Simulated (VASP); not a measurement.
# Te2Mo in VASP: further runs

The runs below take Te2Mo through single point, with revPBE, RPBE, PBE.

Everything below comes from runs of VASP 6.6.1. Logs are shortened: lines on timing, memory, paths and dates and some standing lists are left out, and cuts for length are marked.

**1. The cell of the first run**

The cell holds a slab with vacuum, 12 atoms: a = 3.561 Å, b = 3.561 Å, c = 38.990 Å, α = 90.00°, β = 90.00°, γ = 120.00°.

**2. Single point, revPBE**

File INCAR:

```
SYSTEM = Te2Mo
PREC     = Accurate       ! precision mode
ENCUT    = 520            ! plane-wave cutoff, eV
EDIFF    = 1E-7           ! SCF threshold, eV
ISMEAR   = -1             ! smearing method
SIGMA    = 0.05           ! smearing width, eV
LREAL    = .FALSE.        ! projectors in reciprocal space
LASPH    = .TRUE.         ! aspherical terms in the spheres
NELM     = 80             ! most SCF steps
ALGO     = Normal         ! electronic algorithm
ISIF     = 2              ! what is computed and relaxed
LWAVE    = .FALSE.        ! write WAVECAR
LCHARG   = .FALSE.        ! write CHGCAR
GGA      = RE             ! functional
NBANDS   = 64             ! bands
```

File KPOINTS:

```
regular mesh
0
G
  9 9 1
  0 0 0
```

File POSCAR:

```
Te2Mo
1.0
    3.5613831954      0.0000000000      0.0000000000
   -1.7806915977      3.0842483198      0.0000000000
    0.0000000000      0.0000000000     38.9902681400
Te Mo
8 4
Direct
    0.3333333333      0.6666666667      0.3282231700
    0.3333333333      0.6666666667      0.9518180900
    0.6666666667      0.3333333333      0.1400809200
    0.6666666667      0.3333333333      0.7636306700
    0.6666666667      0.3333333333      0.0481819100
    0.6666666667      0.3333333333      0.6717768300
    0.3333333333      0.6666666667      0.2363693300
    0.3333333333      0.6666666667      0.8599190800
    0.6666666667      0.3333333333      0.2823380000
    0.6666666667      0.3333333333      0.9058588400
    0.3333333333      0.6666666667      0.0941411600
    0.3333333333      0.6666666667      0.7176620000
```

Potentials or basis: VASP PAW PBE potentials, release 64 (Te, Mo_sv).

Command:

```console
> cat potpaw_PBE.64/Te/POTCAR potpaw_PBE.64/Mo_sv/POTCAR > POTCAR
> mpirun -np 1 vasp_std > vasp.out
```

OUTCAR:

```text
SYSTEM = Te2Mo
   PREC = Accurate
   ENCUT = 520
   EDIFF = 1E-7
   ISMEAR = -1
   LREAL = .FALSE.
   LASPH = .TRUE.
   NELM = 80
   ISIF = 2
   GGA = RE

 ion  position               nearest neighbor table
   1  0.333  0.667  0.328-   9 2.73   9 2.73   9 2.73   7 3.58
   2  0.333  0.667  0.952-  10 2.73  10 2.73  10 2.73   8 3.58
   3  0.667  0.333  0.140-  11 2.73  11 2.73  11 2.73   5 3.58
   4  0.667  0.333  0.764-  12 2.73  12 2.73  12 2.73   6 3.58
   5  0.667  0.333  0.048-  11 2.73  11 2.73  11 2.73   3 3.58
   6  0.667  0.333  0.672-  12 2.73  12 2.73  12 2.73   4 3.58
   7  0.333  0.667  0.236-   9 2.73   9 2.73   9 2.73   1 3.58
   8  0.333  0.667  0.860-  10 2.73  10 2.73  10 2.73   2 3.58
   9  0.667  0.333  0.282-   1 2.73   1 2.73   1 2.73   7 2.73   7 2.73   7 2.73
  10  0.667  0.333  0.906-   8 2.73   8 2.73   8 2.73   2 2.73   2 2.73   2 2.73
  11  0.333  0.667  0.094-   3 2.73   3 2.73   3 2.73   5 2.73   5 2.73   5 2.73
  12  0.333  0.667  0.718-   6 2.73   6 2.73   6 2.73   4 2.73   4 2.73   4 2.73

  LATTYP: Found a hexagonal cell.
 ALAT       =     3.5613831954
 C/A-ratio  =    10.9480687701

  Lattice vectors:

 A1 = (   3.5613831954,   0.0000000000,   0.0000000000)
 A2 = (  -1.7806915977,   3.0842483198,   0.0000000000)
 A3 = (   0.0000000000,   0.0000000000,  38.9902681400)

Analysis of symmetry for initial positions (statically):
=====================================================================
 Subroutine PRICEL returns:
 Original cell was already a primitive cell.

 Routine SETGRP: Setting up the symmetry group for a
 hexagonal supercell.

 Subroutine GETGRP returns: Found 12 space group operations
 (whereof 12 operations were pure point group operations)
 out of a pool of 24 trial point group operations.

The static configuration has the point symmetry D_3d.

Analysis of symmetry for dynamics (positions and initial velocities):
=====================================================================
 Subroutine PRICEL returns:
 Original cell was already a primitive cell.

 Routine SETGRP: Setting up the symmetry group for a
 hexagonal supercell.

 Subroutine GETGRP returns: Found 12 space group operations
 (whereof 12 operations were pure point group operations)
 out of a pool of 24 trial point group operations.

The dynamic configuration has the point symmetry D_3d.

 Subroutine INISYM returns: Found 12 space group operations
 (whereof 12 operations are pure point group operations),
 and found     1 'primitive' translations

----------------------------------------------------------------------------------------

                                     Primitive cell

  volume of cell :     428.2765

  direct lattice vectors                    reciprocal lattice vectors
     3.561383195  0.000000000  0.000000000     0.280789779  0.162114054  0.000000000
    -1.780691598  3.084248320  0.000000000     0.000000000  0.324228109  0.000000000
     0.000000000  0.000000000 38.990268140     0.000000000  0.000000000  0.025647426

  length of vectors
     3.561383195  3.561383195 38.990268140     0.324228109  0.324228109  0.025647426

  position of ions in fractional coordinates (direct lattice)
     0.333333333  0.666666667  0.328223170
     0.333333333  0.666666667  0.951818090
     0.666666667  0.333333333  0.140080920
     0.666666667  0.333333333  0.763630670
     0.666666667  0.333333333  0.048181910
     0.666666667  0.333333333  0.671776830
     0.333333333  0.666666667  0.236369330
     0.333333333  0.666666667  0.859919080
     0.666666667  0.333333333  0.282338000
     0.666666667  0.333333333  0.905858840
     0.333333333  0.666666667  0.094141160
     0.333333333  0.666666667  0.717662000

  ion indices of the primitive-cell ions
   primitive index   ion index
                 1           1
                 2           2
                 3           3
                 4           4
                 5           5
                 6           6
                 7           7
                 8           8
                 9           9
[... 48 lines left out ...]
  Fermi-wavevector in a.u.,A,eV,Ry     =   1.021358  1.930086 14.193210  1.043171
  Thomas-Fermi vector in A             =   2.154978
   LORBIT       =      0    0 simple, 1 ext, 2 COOP (PROOUT), +10 PAW based schemes
   GGA     = RE    functional components
   LHFCALC =     F    Hartree Fock is set to
   AEXX    =    0.0000 exact exchange contribution
   IVDW    =     0    specifies the selected vdW correction
   LEPSILON=     F    determine dielectric tensor
   LRPA    =     F    only Hartree local field effects (RPA)
 non-spin polarized calculation
  energy-cutoff  :      520.00
  volume of cell :      428.28
 maximum number of plane-waves:     11653
 NGX is ok and might be reduce to    28
   NGX = 13   NGY = 13   NGZ =145

 number of electron     104.0000004 magnetization

 Free energy of the ion-electron system (eV)
  ---------------------------------------------------
  ext. energy  EPLUGINS =         0.00000000
  ---------------------------------------------------
  free energy    TOTEN  =       -67.82826361 eV

  energy without entropy =      -67.82825313  energy(sigma->0) =      -67.82825837

 E-fermi :   4.7111     XC(G=0):  -7.7153

 val. band max:        4.2218192574   @ k =   0.3333   0.3333   0.0000
 cond. band min:       5.2233370708   @ k =   0.3333   0.3333   0.0000
 fundamental gap:      1.0015178134
 Fermi energy:         4.7110851078

 k-point     1 :       0.0000    0.0000    0.0000
  band No.  band energies     occupation
      1     -56.5071      2.00000
      2     -56.5071      2.00000
      3     -56.5036      2.00000
      4     -56.5036      2.00000
      5     -30.6494      2.00000
      6     -30.6494      2.00000
[... 56 lines left out ...]
     63       7.5014      0.00000
     64       7.5099      0.00000

 k-point     2 :       0.1111    0.0000    0.0000
  band No.  band energies     occupation
      1     -56.5062      2.00000
      2     -56.5062      2.00000
      3     -56.5026      2.00000
      4     -56.5026      2.00000
      5     -30.6464      2.00000
      6     -30.6464      2.00000
[... 726 lines left out ...]
     63       6.6759      0.00000
     64       6.6759      0.00000

------------------------ aborting loop because EDIFF is reached ----------------------------------------

  FORCE on cell =-STRESS in cart. coord.  units (eV):
  Direction    XX          YY          ZZ          XY          YZ          ZX
  --------------------------------------------------------------------------------------
  -------------------------------------------------------------------------------------
  Total        3.2904750      3.2904750      5.8994773      0.0000000      0.0000000     -0.0000000
  in kB       12.3096275     12.3096275     22.0698738      0.0000000      0.0000000     -0.0000000
  external PRESSURE =      15.5630429 kB  Pullay stress =       0.0000000 kB

 VOLUME and BASIS-vectors are now :
 -----------------------------------------------------------------------------
  energy-cutoff  :      520.00
  volume of cell :      428.28
      direct lattice vectors                 reciprocal lattice vectors
     3.561383195  0.000000000  0.000000000     0.280789779  0.162114054  0.000000000
    -1.780691598  3.084248320  0.000000000     0.000000000  0.324228109  0.000000000
     0.000000000  0.000000000 38.990268140     0.000000000  0.000000000  0.025647426

 POSITION                                       TOTAL-FORCE (eV/Angst)
 -----------------------------------------------------------------------------------
     -0.00000      2.05617     12.79751        -0.000000      0.000000      0.351885
     -0.00000      2.05617     37.11164         0.000000      0.000000      0.252477
      1.78069      1.02808      5.46179        -0.000000      0.000000      0.261281
      1.78069      1.02808     29.77416        -0.000000     -0.000000      0.253468
      1.78069      1.02808      1.87863        -0.000000     -0.000000     -0.252477
      1.78069      1.02808     26.19276         0.000000      0.000000     -0.351885
     -0.00000      2.05617      9.21610        -0.000000      0.000000     -0.253468
     -0.00000      2.05617     33.52848        -0.000000     -0.000000     -0.261281
      1.78069      1.02808     11.00843        -0.000000      0.000000     -0.010186
      1.78069      1.02808     35.31968        -0.000000     -0.000000      0.008326
     -0.00000      2.05617      3.67059        -0.000000      0.000000     -0.008326
     -0.00000      2.05617     27.98183         0.000000     -0.000000      0.010186
 -----------------------------------------------------------------------------------
    total drift:                                0.000000     -0.000000      0.000000

  FREE ENERGIE OF THE ION-ELECTRON SYSTEM (eV)
  ---------------------------------------------------
  free  energy   TOTEN  =       -67.8282636094 eV

  energy  without entropy=      -67.8282531251  energy(sigma->0) =      -67.82825837
```

It took 15 min on 1 thread of Intel Xeon Platinum 8488C (Sapphire Rapids), shared host; peak memory 0.64 GiB.

Results:

- Free energy: -67.8283 eV
- Largest force: 0.352 eV/Å
- Band gap on the k mesh: 1.00 eV

Forces in eV/Å, atoms in the order of the input:
```
Te   0.000  0.000  0.352
Te   0.000  0.000  0.252
Te   0.000  0.000  0.261
Te   0.000  0.000  0.253
Te   0.000  0.000 -0.252
Te   0.000  0.000 -0.352
Te   0.000  0.000 -0.253
Te   0.000  0.000 -0.261
Mo   0.000  0.000 -0.010
Mo   0.000  0.000  0.008
Mo   0.000  0.000 -0.008
Mo   0.000  0.000  0.010
```

Caveat: the PAW data sets were made with another functional, which shifts forces and pressure a little; spin-orbit coupling is left out, which moves the levels of the heavy elements.

**3. Single point, RPBE**

This run uses another cell than the first one.

File INCAR:

```
SYSTEM = Te2Mo
PREC = Accurate
ENCUT = 520
EDIFF = 1E-7
ISMEAR = -1
SIGMA = 0.05
LREAL = .FALSE.
LASPH = .TRUE.
NELM = 60
ALGO = Normal
ISIF = 2
LWAVE = .FALSE.
LCHARG = .FALSE.
GGA = RP
NBANDS = 64
```

File KPOINTS:

```
Automatic mesh
0
G
  9 9 1
  0 0 0
```

File POSCAR:

```
Te2Mo
1.0
    3.5897249960      0.0000000000      0.0000000000
   -1.7948624980      3.1087930391      0.0000000000
    0.0000000000      0.0000000000     43.0104968607
Te Mo
8 4
Direct
    0.3333333333      0.6666666667      0.3716233851
    0.3333333333      0.6666666667      0.9326369176
    0.6666666667      0.3333333333      0.1514561481
    0.6666666667      0.3333333333      0.7124751661
    0.6666666667      0.3333333333      0.0673630824
    0.6666666667      0.3333333333      0.6283766149
    0.3333333333      0.6666666667      0.2875248339
    0.3333333333      0.6666666667      0.8485438519
    0.6666666667      0.3333333333      0.3295750784
    0.6666666667      0.3333333333      0.8905906890
    0.3333333333      0.6666666667      0.1094093110
    0.3333333333      0.6666666667      0.6704249216
```

Potentials or basis: VASP PAW PBE potentials, release 64 (Te, Mo_sv).

Command:

```console
> cat potpaw_PBE.64/Te/POTCAR potpaw_PBE.64/Mo_sv/POTCAR > POTCAR
> mpirun -np 1 vasp_std > vasp.out
```

Run time: 13 min. Hardware: 1 thread of Intel Xeon Platinum 8488C (Sapphire Rapids), shared host; peak memory 0.7 GiB.

Results (log left out):

```yaml
Free_energy: -67.3029 eV
Largest_force: 0.006 eV/Å
Band_gap_on_the_k_mesh: 1.01 eV
```

Forces in eV/Å, atoms in the order of the input:
```
Te   0.000  0.000  0.005
Te   0.000  0.000  0.006
Te   0.000  0.000  0.005
Te   0.000  0.000  0.004
Te   0.000  0.000 -0.006
Te   0.000  0.000 -0.005
Te   0.000  0.000 -0.004
Te   0.000  0.000 -0.005
Mo   0.000  0.000  0.000
Mo   0.000  0.000  0.000
Mo   0.000  0.000  0.000
Mo   0.000  0.000  0.000
```

Levels at points of the mesh, in eV from the valence-band top:
```tsv
k point	band 48	band 49	band 50	band 51	band 52	band 53	band 54	band 55	band 56	band 57
(0.00, 0.00, 0.00)	-0.90	-0.44	-0.40	-0.36	-0.33	2.93	2.93	2.93	2.93	2.93
```

Caveat: the PAW data sets were made with another functional, which shifts forces and pressure a little; spin-orbit coupling is left out, which moves the levels of the heavy elements.

**4. Single point, PBE**

This run uses another cell than the first one.

File INCAR:

```
ALGO     = Normal         # electronic algorithm
EDIFF    = 1E-6           # SCF threshold, eV
ENCUT    = 520            # plane-wave cutoff, eV
GGA      = PE             # functional
ISIF     = 2              # what is computed and relaxed
ISMEAR   = -1             # smearing method
LASPH    = T              # aspherical terms in the spheres
LCHARG   = F              # write CHGCAR
LREAL    = F              # projectors in reciprocal space
LWAVE    = F              # write WAVECAR
NBANDS   = 64             # bands
NELM     = 100            # most SCF steps
PREC     = Accurate       # precision mode
SIGMA    = 0.05           # smearing width, eV
```

File KPOINTS:

```
k-points
0
Gamma
  7 7 1
```

File POSCAR:

```
Te2Mo
1.0
    3.5563801982      0.0000000000      0.0000000000
   -1.7781900991      3.0799155972      0.0000000000
    0.0000000000      0.0000000000     40.0037896680
Te Mo
8 4
Direct
    0.3333333333      0.6666666667      0.3322593425
    0.3333333333      0.6666666667      0.9495691028
    0.6666666667      0.3333333333      0.1408287309
    0.6666666667      0.3333333333      0.7581182550
    0.6666666667      0.3333333333      0.0504308972
    0.6666666667      0.3333333333      0.6677406575
    0.3333333333      0.6666666667      0.2418817450
    0.3333333333      0.6666666667      0.8591712691
    0.6666666667      0.3333333333      0.2870856063
    0.6666666667      0.3333333333      0.9043697555
    0.3333333333      0.6666666667      0.0956302445
    0.3333333333      0.6666666667      0.7129143937
```

Command:

```console
> cat potpaw_PBE.64/Te/POTCAR potpaw_PBE.64/Mo_sv/POTCAR > POTCAR
> mpirun -np 1 vasp_std > vasp.out
```

Wall time 17 min (1 thread of Intel Xeon 8259CL, shared host); peak memory 0.63 GiB.

The run converged. Its results:

```yaml
Free_energy: -72.1356 eV
Largest_force: 0.014 eV/Å
Band_gap_on_the_k_mesh: 1.28 eV (least direct gap 1.32 eV)
```

Forces on the atoms (eV/Å):
```
Te   0.000  0.000  0.014
Te   0.000  0.000  0.013
Te   0.000  0.000  0.013
Te   0.000  0.000  0.014
Te   0.000  0.000 -0.013
Te   0.000  0.000 -0.014
Te   0.000  0.000 -0.014
Te   0.000  0.000 -0.013
Mo   0.000  0.000  0.000
Mo   0.000  0.000  0.000
Mo   0.000  0.000  0.000
Mo   0.000  0.000  0.000
```

Levels at points of the mesh, in eV from the valence-band top:
```csv
k point,band 48,band 49,band 50,band 51,band 52,band 53,band 54,band 55,band 56,band 57
"(0.00, 0.00, 0.00)",-0.76,-0.51,-0.27,-0.10,0.00,3.14,3.14,3.15,3.15,3.16
```

Caveat: spin-orbit coupling is left out, which moves the levels of the heavy elements.

**5. Single point, PBE**

This run uses another cell than the first one.

File INCAR:

```
SYSTEM = Te2Mo
ALGO = Normal ; EDIFF = 1E-6
ENCUT = 520 ; GGA = PE
ISIF = 2 ; ISMEAR = -1
LASPH = .TRUE. ; LCHARG = .FALSE.
LREAL = .FALSE. ; LWAVE = .FALSE.
NBANDS = 64 ; NELM = 100
PREC = Accurate ; SIGMA = 0.05
```

File KPOINTS:

```
k-points
0
G
  7 7 1
  0 0 0
```

POSCAR is that of step 4.

Command:

```console
> cat potpaw_PBE.64/Te/POTCAR potpaw_PBE.64/Mo_sv/POTCAR > POTCAR
> mpirun -np 1 vasp_std > vasp.out
```

Run time: 15 min. Hardware: 1 thread of Intel Xeon 8259CL, shared host; peak memory 0.63 GiB.

Results (log left out):

| Quantity | Value |
| --- | --- |
| Free energy | -72.1356 eV |
| Largest force | 0.014 eV/Å |
| Band gap on the k mesh | 1.28 eV (least direct gap 1.32 eV) |

Forces in eV/Å, atoms in the order of the input:
```
Te   0.000  0.000  0.014
Te   0.000  0.000  0.013
Te   0.000  0.000  0.013
Te   0.000  0.000  0.014
Te   0.000  0.000 -0.013
Te   0.000  0.000 -0.014
Te   0.000  0.000 -0.014
Te   0.000  0.000 -0.013
Mo   0.000  0.000  0.000
Mo   0.000  0.000  0.000
Mo   0.000  0.000  0.000
Mo   0.000  0.000  0.000
```

Levels at points of the mesh, in eV from the valence-band top:
```tsv
k point	band 48	band 49	band 50	band 51	band 52	band 53	band 54	band 55	band 56	band 57
(0.00, 0.00, 0.00)	-0.76	-0.51	-0.27	-0.10	0.00	3.14	3.14	3.15	3.15	3.16
```

Caveat: spin-orbit coupling is left out, which moves the levels of the heavy elements.

**6. Single point, PBE**

File INCAR:

```
SYSTEM = Te2Mo
PREC = Accurate
ENCUT = 520
EDIFF = 1E-6
ISMEAR = 0
SIGMA = 0.012
LREAL = .FALSE.
LASPH = .TRUE.
NELM = 80
ALGO = Normal
ISIF = 2
LWAVE = .FALSE.
LCHARG = .TRUE.
GGA = PE
LELF = .TRUE.
LVHAR = .TRUE.
NBANDS = 64
```

File KPOINTS:

```
Automatic mesh
0
G
  9 9 1
  0 0 0
```

File POSCAR:

```
Te2Mo
1.0
    3.5613831954      0.0000000000      0.0000000000
   -1.7806915977      3.0842483198      0.0000000000
    0.0000000000      0.0000000000     38.9902681400
Te Mo
8 4
Direct
    0.3333333333      0.6666666667      0.3282231700
    0.3333333333      0.6666666667      0.9518180900
    0.6666666667      0.3333333333      0.1400809200
    0.6666666667      0.3333333333      0.7636306700
    0.6666666667      0.3333333333      0.0481819100
    0.6666666667      0.3333333333      0.6717768300
    0.3333333333      0.6666666667      0.2363693300
    0.3333333333      0.6666666667      0.8599190800
    0.6666666667      0.3333333333      0.2823380000
    0.6666666667      0.3333333333      0.9058588400
    0.3333333333      0.6666666667      0.0941411600
    0.3333333333      0.6666666667      0.7176620000
```

Potentials or basis: VASP PAW PBE potentials, release 64 (Te, Mo_sv).

Command:

```console
> cat potpaw_PBE.64/Te/POTCAR potpaw_PBE.64/Mo_sv/POTCAR > POTCAR
> mpirun -np 1 vasp_std > vasp.out
```

Wall time 8.2 min (1 thread of AMD EPYC 9R45 (Zen 5), shared host); peak memory 0.64 GiB.

It converged, with:

- Free energy: -72.1139 eV
- Largest force: 0.231 eV/Å
- Band gap on the k mesh: 0.99 eV (least direct gap 1.00 eV)

Forces on the atoms (eV/Å):
```
Te   0.000  0.000  0.231
Te   0.000  0.000  0.193
Te   0.000  0.000  0.202
Te   0.000  0.000  0.194
Te   0.000  0.000 -0.193
Te   0.000  0.000 -0.231
Te   0.000  0.000 -0.194
Te   0.000  0.000 -0.202
Mo   0.000  0.000 -0.012
Mo   0.000  0.000  0.008
Mo   0.000  0.000 -0.008
Mo   0.000  0.000  0.012
```

Levels at points of the mesh, in eV from the valence-band top:
| k point | band 50 | band 51 | band 52 | band 53 | band 54 | band 55 |
| --- | --- | --- | --- | --- | --- | --- |
| (0.00, 0.00, 0.00) | -0.27 | -0.09 | 0.00 | 2.96 | 2.96 | 2.98 |

Caveat: spin-orbit coupling is left out, which moves the levels of the heavy elements.

**7. Summary**

```tsv
level	cell	k mesh	smearing	gap on the mesh (eV)	largest force (eV/Å)
revPBE	a = 3.561, b = 3.561, c = 38.990 Å, angles 90.0, 90.0, 120.0°, 12 atoms, atomic positions A	9 × 9 × 1	fermi-dirac 0.05 eV	1.00	0.35
RPBE	a = 3.590, b = 3.590, c = 43.010 Å, angles 90.0, 90.0, 120.0°, 12 atoms, atomic positions B	9 × 9 × 1	fermi-dirac 0.05 eV	1.01	0.01
PBE	a = 3.556, b = 3.556, c = 40.004 Å, angles 90.0, 90.0, 120.0°, 12 atoms, atomic positions C	7 × 7 × 1	fermi-dirac 0.05 eV	1.28	0.01
PBE	a = 3.561, b = 3.561, c = 38.990 Å, angles 90.0, 90.0, 120.0°, 12 atoms, atomic positions A	9 × 9 × 1	gaussian 0.012 eV	0.99	0.23
```

Alike in all rows: task single point; potentials or basis VASP PAW PBE potentials, release 64 (Te, Mo_sv); no spin polarisation; cutoff (eV) 520.

Caveats: spin-orbit coupling is left out, which moves the levels of the heavy elements; the PAW data sets were made with another functional, which shifts forces and pressure a little (at least some runs).

Absolute energies hang on the potentials; compare differences alone.
